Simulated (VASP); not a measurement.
# HfO2 (P4_2/nmc) in VASP: a series of runs

Aim: see how the results for HfO2 move with the level of theory and the settings. Levels: PBE, PBEsol. Tasks: single point.

Everything below comes from runs of VASP 6.6.1. Logs are shortened: lines on timing, memory, paths and dates and some standing lists are left out, and cuts for length are marked.

## Step 1: The cell of the first run

Symmetry: P4_2/nmc, No. 137, tetragonal system. Conventional cell: a = 3.558 Å, b = 3.558 Å, c = 5.172 Å, α = 90.00°, β = 90.00°, γ = 90.00°. Hf (site symmetry -4m2) has 8 O at 2.05 to 2.37 Å within 2.7 Å. O (site symmetry 2mm) has 4 Hf at 2.05 to 2.37 Å and 6 O at 2.57 to 2.59 Å within 2.7 Å.

## Step 2: Single point, PBE, non-collinear spin, zero start, spin-orbit coupling

INCAR

```
SYSTEM = HfO2
ALGO = Normal ; EDIFF = 1E-6
ENCUT = 520 ; GGA = PE
GGA_COMPAT = .FALSE. ; ISIF = 2
ISMEAR = -1 ; LASPH = .TRUE.
LCHARG = .TRUE. ; LMAXMIX = 4
LORBIT = 11 ; LORBMOM = .TRUE.
LREAL = .FALSE. ; LSORBIT = .TRUE.
LVHAR = .TRUE. ; LWAVE = .FALSE.
MAGMOM = 0 0 0 0 0 0 0 0 0 0 0 0 0 0 0 0 0 0 ; NBANDS = 60
NELM = 150 ; PREC = Accurate
SIGMA = 0.05
```

KPOINTS

```
k-points
0
G
  6 6 4
  0 0 0
```

POSCAR

```
HfO2
1.0
    3.5580193300      0.0000000000      0.0000000000
    0.0000000000      3.5580193300      0.0000000000
    0.0000000000      0.0000000000      5.1718612100
Hf O
2 4
Direct
    0.0000000000      0.0000000000      0.0000000000
    0.5000000000      0.5000000000      0.5000000000
    0.0000000000      0.5000000000      0.1972078800
    0.5000000000      0.0000000000      0.3027921200
    0.5000000000      0.0000000000      0.8027921200
    0.0000000000      0.5000000000      0.6972078800
```

Potentials or basis: VASP PAW PBE potentials, release 64 (Hf_pv, O).

Run with:

```
> cat potpaw_PBE.64/Hf_pv/POTCAR potpaw_PBE.64/O/POTCAR > POTCAR
> mpirun -np 1 vasp_ncl > vasp.out
```

OUTCAR:

```text
SYSTEM = HfO2
   EDIFF = 1E-6
   ENCUT = 520
   GGA = PE
   ISIF = 2
   ISMEAR = -1
   LASPH = .TRUE.
   LORBIT = 11
   LREAL = .FALSE.
   LSORBIT = .TRUE.
   NELM = 150
   PREC = Accurate

 ion  position               nearest neighbor table
   1  0.000  0.000  0.000-   3 2.05   5 2.05   3 2.05   5 2.05   4 2.37   6 2.37   4 2.37   6 2.37
                             2 3.61   2 3.61   2 3.61   2 3.61   2 3.61   2 3.61   2 3.61   2 3.61
   2  0.500  0.500  0.500-   4 2.05   6 2.05   4 2.05   6 2.05   5 2.37   5 2.37   3 2.37   3 2.37
                             1 3.61   1 3.61   1 3.61   1 3.61   1 3.61   1 3.61   1 3.61   1 3.61
   3  0.000  0.500  0.197-   1 2.05   1 2.05   2 2.37   2 2.37
   4  0.500  0.000  0.303-   2 2.05   2 2.05   1 2.37   1 2.37
   5  0.500  0.000  0.803-   1 2.05   1 2.05   2 2.37   2 2.37
   6  0.000  0.500  0.697-   2 2.05   2 2.05   1 2.37   1 2.37

  LATTYP: Found a simple tetragonal cell.
 ALAT       =     3.5580193300
 C/A-ratio  =     1.4535787275

  Lattice vectors:

 A1 = (   3.5580193300,   0.0000000000,   0.0000000000)
 A2 = (   0.0000000000,   3.5580193300,   0.0000000000)
 A3 = (   0.0000000000,   0.0000000000,   5.1718612100)

Analysis of symmetry for initial positions (statically):
=====================================================================
 Subroutine PRICEL returns:
 Original cell was already a primitive cell.

 Routine SETGRP: Setting up the symmetry group for a
 simple tetragonal supercell.

 Subroutine GETGRP returns: Found 16 space group operations
 (whereof  8 operations were pure point group operations)
 out of a pool of 16 trial point group operations.

The static configuration has the point symmetry D_2d.
 The point group associated with its full space group is D_4h.

Analysis of symmetry for dynamics (positions and initial velocities):
=====================================================================
 Subroutine PRICEL returns:
 Original cell was already a primitive cell.

 Routine SETGRP: Setting up the symmetry group for a
 simple tetragonal supercell.

 Subroutine GETGRP returns: Found 16 space group operations
 (whereof  8 operations were pure point group operations)
 out of a pool of 16 trial point group operations.

The dynamic configuration has the point symmetry D_2d.
 The point group associated with its full space group is D_4h.

Analysis of structural, dynamic, and magnetic symmetry:
=====================================================================
 Subroutine PRICEL returns:
 Original cell was already a primitive cell.

 Routine SETGRP: Setting up the symmetry group for a
 simple tetragonal supercell.

 Subroutine GETGRP returns: Found 16 space group operations
 (whereof  8 operations were pure point group operations)
 out of a pool of 16 trial point group operations.

The overall configuration has the point symmetry D_2d.
 The point group associated with its full space group is D_4h.

 Subroutine INISYM returns: Found 16 space group operations
 (whereof  8 operations are pure point group operations),
 and found     1 'primitive' translations

----------------------------------------------------------------------------------------

                                     Primitive cell

  volume of cell :      65.4732

  direct lattice vectors                    reciprocal lattice vectors
     3.558019330  0.000000000  0.000000000     0.281055247  0.000000000  0.000000000
     0.000000000  3.558019330  0.000000000     0.000000000  0.281055247  0.000000000
     0.000000000  0.000000000  5.171861210     0.000000000  0.000000000  0.193353990

  length of vectors
     3.558019330  3.558019330  5.171861210     0.281055247  0.281055247  0.193353990

  position of ions in fractional coordinates (direct lattice)
     0.000000000  0.000000000  0.000000000
     0.500000000  0.500000000  0.500000000
     0.000000000  0.500000000  0.197207880
     0.500000000  0.000000000  0.302792120
     0.500000000  0.000000000  0.802792120
[... 146 lines left out ...]
      3     -30.1418      1.00000
      4     -30.1418      1.00000
      5     -23.6311      1.00000
      6     -23.6311      1.00000
[... 1405 lines left out ...]
     55      11.0888      0.00000
     56      11.0888      0.00000

 [... further k-points ...]

 [bands above 56 left out]

------------------------ aborting loop because EDIFF is reached ----------------------------------------

  FORCE on cell =-STRESS in cart. coord.  units (eV):
  Direction    XX          YY          ZZ          XY          YZ          ZX
  --------------------------------------------------------------------------------------
  -------------------------------------------------------------------------------------
  Total        2.7970394      2.7970394      2.5214504      0.0000000      0.0000000     -0.0000000
  in kB       68.4456269     68.4456269     61.7017585      0.0000000      0.0000000     -0.0000000
  external PRESSURE =      66.1976708 kB  Pullay stress =       0.0000000 kB

 VOLUME and BASIS-vectors are now :
 -----------------------------------------------------------------------------
  energy-cutoff  :      520.00
  volume of cell :       65.47
      direct lattice vectors                 reciprocal lattice vectors
     3.558019330  0.000000000  0.000000000     0.281055247  0.000000000  0.000000000
     0.000000000  3.558019330  0.000000000     0.000000000  0.281055247  0.000000000
     0.000000000  0.000000000  5.171861210     0.000000000  0.000000000  0.193353990

 POSITION                                       TOTAL-FORCE (eV/Angst)
 -----------------------------------------------------------------------------------
      0.00000      0.00000      0.00000         0.000000      0.000000      0.000000
      1.77901      1.77901      2.58593         0.000000     -0.000000      0.000000
      0.00000      1.77901      1.01993         0.000000      0.000000      0.087111
      1.77901      0.00000      1.56600         0.000000      0.000000     -0.087111
      1.77901      0.00000      4.15193        -0.000000      0.000000     -0.087111
      0.00000      1.77901      3.60586         0.000000      0.000000      0.087111
 -----------------------------------------------------------------------------------
    total drift:                                0.000000     -0.000000      0.000000

  FREE ENERGIE OF THE ION-ELECTRON SYSTEM (eV)
  ---------------------------------------------------
  free  energy   TOTEN  =       -61.9201056457 eV

  energy  without entropy=      -61.9201056457  energy(sigma->0) =      -61.92010565

 orbital moment (x)

 # of ion     p       d       tot
 ----------------------------------------
  1         0.000  -0.000  -0.000
  2         0.000  -0.000  -0.000
  3         0.000   0.000   0.000
  4         0.000   0.000   0.000
  5        -0.000   0.000  -0.000
  6        -0.000   0.000  -0.000
 ----------------------------------------
            0.000  -0.000   0.000

 orbital moment (y)

 # of ion     p       d       tot
 ----------------------------------------
  1        -0.000  -0.000  -0.000
  2        -0.000   0.000  -0.000
  3        -0.000   0.000  -0.000
  4        -0.000   0.000  -0.000
  5         0.000   0.000   0.000
  6         0.000   0.000   0.000
 ----------------------------------------
           -0.000   0.000  -0.000

 orbital moment (z)

 # of ion     p       d       tot
 ----------------------------------------
  1         0.000   0.000   0.000
  2         0.000   0.000   0.000
  3         0.000   0.000   0.000
  4         0.000   0.000   0.000
  5         0.000   0.000   0.000
  6         0.000   0.000   0.000
 ----------------------------------------
            0.000   0.000   0.000

 Spin-Orbit-Coupling matrix elements

 Ion:    1  E_soc:     -1.2424368
 l=   1
     0.0000000    -0.2033578    -0.2027185
    -0.2033578     0.0000000    -0.2033578
    -0.2027185    -0.2033578     0.0000000
 l=   2
     0.0000000    -0.0007259     0.0000000    -0.0007259    -0.0030746
    -0.0007259     0.0000000    -0.0021065    -0.0010242    -0.0010103
     0.0000000    -0.0021065     0.0000000    -0.0021065     0.0000000
    -0.0007259    -0.0010242    -0.0021065     0.0000000    -0.0010103
    -0.0030746    -0.0010103     0.0000000    -0.0010103     0.0000000
 l=   3
     0.0000000     0.0000000     0.0000000     0.0000000     0.0000000     0.0000000     0.0000000
     0.0000000     0.0000000     0.0000000     0.0000000     0.0000000     0.0000000     0.0000000
     0.0000000     0.0000000     0.0000000     0.0000000     0.0000000     0.0000000     0.0000000
     0.0000000     0.0000000     0.0000000     0.0000000     0.0000000     0.0000000     0.0000000
[... 89 lines left out ...]
 l=   2
     0.0000000     0.0000000     0.0000000     0.0000000     0.0000000
     0.0000000     0.0000000     0.0000000     0.0000000     0.0000000
     0.0000000     0.0000000     0.0000000     0.0000000     0.0000000
     0.0000000     0.0000000     0.0000000     0.0000000     0.0000000
     0.0000000     0.0000000     0.0000000     0.0000000     0.0000000
 l=   3
     0.0000000     0.0000000     0.0000000     0.0000000     0.0000000     0.0000000     0.0000000
     0.0000000     0.0000000     0.0000000     0.0000000     0.0000000     0.0000000     0.0000000
     0.0000000     0.0000000     0.0000000     0.0000000     0.0000000     0.0000000     0.0000000
     0.0000000     0.0000000     0.0000000     0.0000000     0.0000000     0.0000000     0.0000000
     0.0000000     0.0000000     0.0000000     0.0000000     0.0000000     0.0000000     0.0000000
     0.0000000     0.0000000     0.0000000     0.0000000     0.0000000     0.0000000     0.0000000
     0.0000000     0.0000000     0.0000000     0.0000000     0.0000000     0.0000000     0.0000000

 total charge

# of ion       s       p       d       tot
------------------------------------------
    1        0.315   6.657   1.486   8.458
    2        0.315   6.657   1.486   8.458
    3        1.564   3.561   0.000   5.125
    4        1.564   3.561   0.000   5.125
    5        1.564   3.561   0.000   5.125
    6        1.564   3.561   0.000   5.125
--------------------------------------------------
tot          6.885  27.557   2.972  37.414

 magnetization (x)

# of ion       s       p       d       tot
------------------------------------------
    1       -0.000   0.000   0.000  -0.000
    2       -0.000   0.000   0.000  -0.000
    3        0.000   0.000   0.000   0.000
    4        0.000   0.000   0.000   0.000
    5        0.000   0.000   0.000   0.000
    6        0.000   0.000   0.000   0.000
--------------------------------------------------
tot         -0.000   0.000   0.000  -0.000

 magnetization (y)

# of ion       s       p       d       tot
------------------------------------------
    1        0.000   0.000   0.000   0.000
    2        0.000   0.000   0.000   0.000
    3        0.000   0.000   0.000   0.000
    4        0.000   0.000   0.000   0.000
    5       -0.000   0.000   0.000   0.000
    6       -0.000   0.000   0.000   0.000
--------------------------------------------------
tot         -0.000   0.000   0.000   0.000

 magnetization (z)

# of ion       s       p       d       tot
------------------------------------------
    1        0.000  -0.000   0.000   0.000
    2       -0.000   0.000   0.000   0.000
    3        0.000   0.000   0.000   0.000
    4       -0.000   0.000   0.000   0.000
    5        0.000  -0.000   0.000  -0.000
    6        0.000  -0.000   0.000  -0.000
--------------------------------------------------
tot          0.000  -0.000   0.000   0.000
```

It took 2.1 min on 1 thread of AMD EPYC 9R45 (Zen 5), shared host; peak memory 0.37 GiB.

What came out:

| Quantity | Value |
| --- | --- |
| Free energy | -61.9201 eV |
| Pressure | 6.6 GPa |
| Largest force | 0.087 eV/Å |
| Net moment | 0.00 μB per cell |
| Valence electrons inside the program's atomic spheres | Hf 8.46; O 5.12 |

Forces on the atoms (eV/Å):
```
Hf   0.000  0.000  0.000
Hf   0.000  0.000  0.000
O    0.000  0.000  0.087
O    0.000  0.000 -0.087
O    0.000  0.000 -0.087
O    0.000  0.000  0.087
```

Stress tensor (GPa, compression positive):
```
6.84 0.00 0.00
0.00 6.84 0.00
0.00 0.00 6.17
```

Moments on the atoms (μB; x, y, z):
```
Hf  0.00 0.00 0.00
Hf  0.00 0.00 0.00
O   0.00 0.00 0.00
O   0.00 0.00 0.00
O   0.00 0.00 0.00
O   0.00 0.00 0.00
```

Caveat: the cell stands under pressure.

## Step 3: Single point, PBEsol, non-collinear spin, zero start, spin-orbit coupling

INCAR

```
ALGO = Normal
EDIFF = 1E-7
ENCUT = 520
GGA = PS
GGA_COMPAT = F
ISIF = 2
ISMEAR = -1
LASPH = T
LCHARG = T
LMAXMIX = 4
LNONCOLLINEAR = T
LORBIT = 11
LORBMOM = T
LREAL = F
LSORBIT = T
LVHAR = T
LWAVE = F
MAGMOM = 0 0 0 0 0 0 0 0 0 0 0 0 0 0 0 0 0 0
NBANDS = 60
NELM = 150
PREC = Accurate
SIGMA = 0.05
```

KPOINTS

```
k-points
0
Gamma
  6 6 4
```

POSCAR is that of step 2.

Potentials or basis: VASP PAW PBE potentials, release 64 (Hf_pv, O).

Run with:

```
> cat potpaw_PBE.64/Hf_pv/POTCAR potpaw_PBE.64/O/POTCAR > POTCAR
> mpirun -np 1 vasp_ncl > vasp.out
```

Run time: 2 min. Hardware: 1 thread of Intel Xeon 6975P-C (Granite Rapids), shared host; peak memory 0.39 GiB.

The run converged. Its results:

```
Free energy                                           : -64.6678 eV
Pressure                                              : -1.3 GPa
Largest force                                         : 0.050 eV/Å
Net moment                                            : 0.00 μB per cell
Valence electrons inside the program's atomic spheres : Hf 8.49; O 5.10
```

Forces on the atoms (eV/Å):
```
Hf   0.000  0.000  0.000
Hf   0.000  0.000  0.000
O    0.000  0.000  0.050
O    0.000  0.000 -0.050
O    0.000  0.000 -0.050
O    0.000  0.000  0.050
```

Stress tensor (GPa, compression positive):
```
-1.12  0.00  0.00
 0.00 -1.12  0.00
 0.00  0.00 -1.65
```

Moments on the atoms (μB; x, y, z):
```
Hf  0.00 0.00 0.00
Hf  0.00 0.00 0.00
O   0.00 0.00 0.00
O   0.00 0.00 0.00
O   0.00 0.00 0.00
O   0.00 0.00 0.00
```

Caveat: the PAW data sets were made with another functional, which shifts forces and pressure a little.
